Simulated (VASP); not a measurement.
Write the native input for VASP 6.6.1 that does the following.

| Property | Result |
| --- | --- |
| Task | single point |
| Functional | r2SCAN |
| Potentials or basis | VASP PAW PBE potentials, release 64 (Zn, Se) |
| Cutoff | 520 eV |
| k mesh | 8 × 8 × 8 |
| Occupations | gaussian, width 0.02 eV |
| Spin | no spin polarisation |
| Dipole correction | no |
| Further INCAR settings | ALGO = Normal; EDIFF = 1e-06; NBANDS = 16 |

The system is ZnSe.

```xyz
2
Lattice="0.0000 2.7453 2.7453 2.7453 0.0000 2.7453 2.7453 2.7453 0.0000" Properties=species:S:1:pos:R:3 pbc="T T T"
Zn    0.0000    0.0000    0.0000
Se    1.3726    1.3726    1.3726
```

This cell differs from its parent crystal: volume scaled by 0.91.

These files were run (other wordings do the same):

POSCAR

```
ZnSe
1.0
    0.0000000000      2.7452715715      2.7452715715
    2.7452715715      0.0000000000      2.7452715715
    2.7452715715      2.7452715715      0.0000000000
Zn Se
1 1
Direct
    0.0000000000      0.0000000000      0.0000000000
    0.2500000000      0.2500000000      0.2500000000
```

INCAR.step1

```
ALGO = Normal ; EDIFF = 1E-4
ENCUT = 520 ; GGA = PE
ISMEAR = 0 ; LASPH = True
LCHARG = False ; LREAL = False
LWAVE = True ; NBANDS = 16
NELM = 80 ; PREC = Accurate
SIGMA = 0.02
```

INCAR.step2

```
ALGO = Normal ; EDIFF = 1E-6
ENCUT = 520 ; ISIF = 2
ISMEAR = 0 ; ISTART = 1
LASPH = True ; LCHARG = False
LMIXTAU = True ; LREAL = False
LWAVE = False ; METAGGA = R2SCAN
NBANDS = 16 ; NELM = 80
PREC = Accurate ; SIGMA = 0.02
```

KPOINTS

```
k-points
0
Gamma
  8 8 8
```

Potentials or basis: VASP PAW PBE potentials, release 64 (Zn, Se).

The run is started by

```bash
$ cat potpaw_PBE.64/Zn/POTCAR potpaw_PBE.64/Se/POTCAR > POTCAR
$ cp INCAR.step1 INCAR
$ mpirun -np 1 vasp_std > vasp.out
$ cp INCAR.step2 INCAR
$ mpirun -np 1 vasp_std > vasp.out
```

Results of the run:

| Quantity | Value |
| --- | --- |
| Pressure | 7.7 GPa |
| Band gap on the k mesh | 2.30 eV, direct |

Caveat: the PAW data sets were made with another functional, which shifts forces and pressure a little.

Run time: 44 s on 1 thread of Intel(R) Xeon(R) 6975P-C (Granite Rapids) (shared host), peak memory 0.18 GiB.
